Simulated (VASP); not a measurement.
# Pd (Fm-3m) in VASP: notebook, part 3 of 3

VASP 6.6.1.

### 5 Single point, PBE

INCAR reads:

```
ALGO = Normal
EDIFF = 1E-6
ENCUT = 520
GGA = PE
ISIF = 2
ISMEAR = 1
LASPH = True
LCHARG = False
LREAL = False
LWAVE = False
NBANDS = 11
NELM = 100
PREC = Accurate
SIGMA = 0.3
```

KPOINTS reads:

```
k-points
0
Gamma
  14 14 14
```

POSCAR reads:

```
Pd
1.0
    0.0000000000      1.9734737307      1.9734737307
    1.9734737307      0.0000000000      1.9734737307
    1.9734737307      1.9734737307      0.0000000000
Pd
1
Direct
    0.0000000000      0.0000000000      0.0000000000
```

Potentials or basis: VASP PAW PBE potentials, release 64 (Pd).

Started as:

```console
$ cat potpaw_PBE.64/Pd/POTCAR > POTCAR
$ mpirun -np 1 vasp_std > vasp.out
```

OUTCAR:

```text
EDIFF = 1E-6
   ENCUT = 520
   GGA = PE
   ISIF = 2
   ISMEAR = 1
   LASPH = True
   LREAL = False
   NELM = 100
   PREC = Accurate

 ion  position               nearest neighbor table
   1  0.000  0.000  0.000-

  LATTYP: Found a face centered cubic cell.
 ALAT       =     3.9469474614

  Lattice vectors:

 A1 = (   0.0000000000,   1.9734737307,   1.9734737307)
 A2 = (   1.9734737307,   0.0000000000,   1.9734737307)
 A3 = (   1.9734737307,   1.9734737307,   0.0000000000)

Analysis of symmetry for initial positions (statically):
=====================================================================
 Subroutine PRICEL returns:
 Original cell was already a primitive cell.

 Routine SETGRP: Setting up the symmetry group for a
 face centered cubic supercell.

 Subroutine GETGRP returns: Found 48 space group operations
 (whereof 48 operations were pure point group operations)
 out of a pool of 48 trial point group operations.

The static configuration has the point symmetry O_h .

Analysis of symmetry for dynamics (positions and initial velocities):
=====================================================================
 Subroutine PRICEL returns:
 Original cell was already a primitive cell.

 Routine SETGRP: Setting up the symmetry group for a
 face centered cubic supercell.

 Subroutine GETGRP returns: Found 48 space group operations
 (whereof 48 operations were pure point group operations)
 out of a pool of 48 trial point group operations.

The dynamic configuration has the point symmetry O_h .

 Subroutine INISYM returns: Found 48 space group operations
 (whereof 48 operations are pure point group operations),
 and found     1 'primitive' translations

----------------------------------------------------------------------------------------

                                     Primitive cell

  volume of cell :      15.3718

  direct lattice vectors                    reciprocal lattice vectors
     0.000000000  1.973473731  1.973473731    -0.253360352  0.253360352  0.253360352
     1.973473731  0.000000000  1.973473731     0.253360352 -0.253360352  0.253360352
     1.973473731  1.973473731  0.000000000     0.253360352  0.253360352 -0.253360352

  length of vectors
     2.790913315  2.790913315  2.790913315     0.438833003  0.438833003  0.438833003

  position of ions in fractional coordinates (direct lattice)
     0.000000000  0.000000000  0.000000000

  ion indices of the primitive-cell ions
   primitive index   ion index
                 1           1

----------------------------------------------------------------------------------------

 KPOINTS: k-points

Automatic generation of k-mesh.
 Grid dimensions read from file:
 generate k-points for:   14   14   14

 Generating k-lattice:

  Cartesian coordinates                     Fractional coordinates (reciprocal lattice)
    -0.018097168  0.018097168  0.018097168     0.071428571  0.000000000  0.000000000
     0.018097168 -0.018097168  0.018097168     0.000000000  0.071428571  0.000000000
     0.018097168  0.018097168 -0.018097168     0.000000000  0.000000000  0.071428571

  Length of vectors
     0.031345215  0.031345215  0.031345215

  Shift w.r.t. Gamma in fractional coordinates (k-lattice)
     0.000000000  0.000000000  0.000000000

 Subroutine IBZKPT returns following result:
 ===========================================

 Found    104 irreducible k-points:

 Following reciprocal coordinates:
            Coordinates               Weight
  0.000000  0.000000  0.000000      1.000000
  0.071429  0.000000  0.000000      8.000000
  0.142857  0.000000  0.000000      8.000000
  0.214286  0.000000  0.000000      8.000000
  0.285714  0.000000  0.000000      8.000000
  0.357143  0.000000  0.000000      8.000000
[... 16 lines left out ...]
  0.214286  0.142857  0.000000     24.000000
  0.285714  0.142857  0.000000     24.000000
 [... further k-points ...]
   k-points           NKPTS =    104   k-points in BZ     NKDIM =    104   number of bands    NBANDS=     11
   number of dos      NEDOS =    301   number of ions     NIONS =      1
   total plane-waves  NPLWV =  13824
   dimension x,y,z NGX =    24 NGY =   24 NGZ =   24
   dimension x,y,z NGXF=    48 NGYF=   48 NGZF=   48
   ions per type =               1
   NGX,Y,Z   is equivalent  to a cutoff of  14.30, 14.30, 14.30 a.u.
   NGXF,Y,Z  is equivalent  to a cutoff of  28.59, 28.59, 28.59 a.u.
 SYSTEM =  unknown system
   PREC   = accura    normal or accurate (medium, high low for compatibility)
   ISTART =      0    job   : 0-new  1-cont  2-samecut
   ICHARG =      2    charge: 1-file 2-atom 10-const
   ISPIN  =      1    spin polarized calculation?
   LNONCOLLINEAR =      F non collinear calculations
   LSORBIT =      F    spin-orbit coupling
   LASPH  =      T    aspherical Exc in radial PAW
   ENCUT  =  520.0 eV  38.22 Ry    6.18 a.u.   5.19  5.19  5.19*2*pi/ulx,y,z
   NELM   =    100;   NELMIN=  2; NELMDL= -5     # of ELM steps
   EDIFF  = 0.1E-05   stopping-criterion for ELM
   LREAL  =      F    real-space projection
   EDIFFG = 0.1E-04   stopping-criterion for IOM
   NSW    =      0    number of steps for IOM
   IBRION =     -1    ionic relax: 0-MD 1-quasi-New 2-CG
   NFREE  =      0    steps in history (QN), initial steepest desc. (CG)
   ISIF   =      2    stress and relaxation
   ISYM   =      2    0-nonsym 1-usesym 2-fastsym
   POTIM  = 0.5000    time-step for ionic-motion
   TEBEG  =    0.0;   TEEND  =   0.0 temperature during run
   PSTRESS=    0.0 pullay stress
   NELECT =      10.0000    total number of electrons
   NUPDOWN=      -1.0000    fix difference up-down
   EMIN   =  10.00;   EMAX   =-10.00  energy-range for DOS
   EFERMI =   0.00;   METHOD = LEGACY
   ISMEAR =     1;   SIGMA  =   0.30  broadening in eV -4-tet -1-fermi 0-gaus
   EFERMI_NEDOS =   21; number of points for ismear=-14 and -15
   IALGO  =     38    algorithm
   IMIX   =      4    mixing-type and parameters
     AMIX     =   0.40;   BMIX     =  1.00
     AMIX_MAG =   1.60;   BMIX_MAG =  1.00
  volume/ion in A,a.u.               =      15.37       103.73
  Fermi-wavevector in a.u.,A,eV,Ry     =   1.418514  2.680602 27.377380  2.012181
  Thomas-Fermi vector in A             =   2.539631
   LORBIT       =      0    0 simple, 1 ext, 2 COOP (PROOUT), +10 PAW based schemes
   GGA     = PE    functional components
   LHFCALC =     F    Hartree Fock is set to
   AEXX    =    0.0000 exact exchange contribution
   IVDW    =     0    specifies the selected vdW correction
   LEPSILON=     F    determine dielectric tensor
   LRPA    =     F    only Hartree local field effects (RPA)
 non-spin polarized calculation
 Methfessel and Paxton  Order N= 1 SIGMA  =   0.30
  energy-cutoff  :      520.00
  volume of cell :       15.37
 maximum number of plane-waves:       428
 NGX is ok and might be reduce to    24
   NGX = 11   NGY = 11   NGZ = 11

 number of electron      10.0000000 magnetization

 Free energy of the ion-electron system (eV)
  ---------------------------------------------------
  ext. energy  EPLUGINS =         0.00000000
  ---------------------------------------------------
  free energy    TOTEN  =        -5.21595039 eV

  energy without entropy =       -5.19383034  energy(sigma->0) =       -5.20857704

 E-fermi :   9.1072     XC(G=0): -12.9285

 val. band max:        9.1068728687   @ k =   0.4286   0.2857   0.0000
 cond. band min:       9.1163000463   @ k =   0.3571   0.2143   0.0714
 fundamental gap:      0.0094271776
 Fermi energy:         9.1072019852

 k-point     1 :       0.0000    0.0000    0.0000
  band No.  band energies     occupation
      1       2.2772      2.00000
      2       6.4461      2.00000
      3       6.4461      2.00000
      4       6.4461      2.00000
      5       7.9501      2.00000
      6       7.9501      2.00000
      7      26.2666      0.00000
      8      30.8080      0.00000
      9      30.8080      0.00000
     10      30.8080      0.00000
     11      35.4249      0.00000

 k-point     2 :       0.0714    0.0000    0.0000
  band No.  band energies     occupation
      1       2.4555      2.00000
      2       6.3862      2.00000
      3       6.5058      2.00000
      4       6.5058      2.00000
      5       7.9227      2.00000
      6       7.9227      2.00000
      7      26.4343      0.00000
      8      29.6436      0.00000
      9      30.9981      0.00000
     10      30.9981      0.00000
     11      35.5729      0.00000
[... 295 lines left out ...]
 k-point    24 :       0.2857    0.1429    0.0000
  band No.  band energies     occupation
      1       4.3203      2.00000
      2       5.7322      2.00000
      3       6.7337      2.00000
      4       7.1251      2.00000
      5       8.1044      2.00002
      6       8.4837      2.01231
      7      24.1166      0.00000
      8      27.5090      0.00000
      9      28.4503      0.00000
     10      30.4062      0.00000
     11      34.5899      0.00000

 [... further k-points ...]
[... 5 lines left out ...]
  --------------------------------------------------------------------------------------
  -------------------------------------------------------------------------------------
  Total       -0.0529828     -0.0529828     -0.0529828      0.0000000      0.0000000      0.0000000
  in kB       -5.5223233     -5.5223233     -5.5223233      0.0000000      0.0000000      0.0000000
  external PRESSURE =      -5.5223233 kB  Pullay stress =       0.0000000 kB

 VOLUME and BASIS-vectors are now :
 -----------------------------------------------------------------------------
  energy-cutoff  :      520.00
  volume of cell :       15.37
      direct lattice vectors                 reciprocal lattice vectors
     0.000000000  1.973473731  1.973473731    -0.253360352  0.253360352  0.253360352
     1.973473731  0.000000000  1.973473731     0.253360352 -0.253360352  0.253360352
     1.973473731  1.973473731  0.000000000     0.253360352  0.253360352 -0.253360352

 POSITION                                       TOTAL-FORCE (eV/Angst)
 -----------------------------------------------------------------------------------
      0.00000      0.00000      0.00000         0.000000      0.000000      0.000000
 -----------------------------------------------------------------------------------
    total drift:                               -0.000000      0.000000     -0.000000

  FREE ENERGIE OF THE ION-ELECTRON SYSTEM (eV)
  ---------------------------------------------------
  free  energy   TOTEN  =        -5.2159503932 eV

  energy  without entropy=       -5.1938303424  energy(sigma->0) =       -5.20857704
```

OSZICAR:

```text
N       E                     dE             d eps       ncg     rms          rms(c)
DAV:   1     0.412044825314E+02    0.41204E+02   -0.51745E+03  2320   0.852E+02
DAV:   2    -0.493323913314E+01   -0.46138E+02   -0.44355E+02  2591   0.179E+02
DAV:   3    -0.548832849630E+01   -0.55509E+00   -0.55162E+00  2712   0.208E+01
DAV:   4    -0.549093013243E+01   -0.26016E-02   -0.26013E-02  2725   0.151E+00
DAV:   5    -0.549096003113E+01   -0.29899E-04   -0.29898E-04  3028   0.145E-01    0.691E+00
DAV:   6    -0.522671706182E+01    0.26424E+00   -0.11546E+00  2756   0.869E+00    0.339E+00
DAV:   7    -0.521917973710E+01    0.75373E-02   -0.75594E-03  2870   0.667E-01    0.186E+00
DAV:   8    -0.521594508280E+01    0.32347E-02   -0.91828E-04  2829   0.212E-01    0.440E-02
DAV:   9    -0.521594707670E+01   -0.19939E-05   -0.20684E-05  2958   0.382E-02    0.147E-02
DAV:  10    -0.521595068831E+01   -0.36116E-05   -0.25498E-06  2878   0.150E-02    0.318E-03
DAV:  11    -0.521595039324E+01    0.29506E-06   -0.24165E-08  1801   0.161E-03
   1 F= -.52159504E+01 E0= -.52085770E+01  d E =-.221201E-01
```

Run time: 9.2 s. Hardware: 1 thread of Intel Xeon 6975P-C, shared host; peak memory 0.15 GiB.

Results:

- Free energy: -5.2160 eV
- Pressure: -0.6 GPa
- Band gap on the k mesh: zero (band 5 reaches 9.37 eV, above the bottom of band 6 at 7.89 eV)

### 6 Summary

```csv
smearing,gap on the mesh (eV),pressure (GPa)
methfessel-paxton 0.03 eV,none,-0.7
methfessel-paxton 0.1 eV,none,-0.7
methfessel-paxton 0.2 eV,none,-0.6
methfessel-paxton 0.3 eV,none,-0.6
```

Alike in all rows: task single point; level PBE; potentials or basis VASP PAW PBE potentials, release 64 (Pd); no spin polarisation; cell as given; k mesh 14 × 14 × 14; cutoff (eV) 520.

Every run on the cell as given and a fine mesh finds a metal.

Total energies depend on the potentials used, so only differences within one code and one set of settings carry meaning.
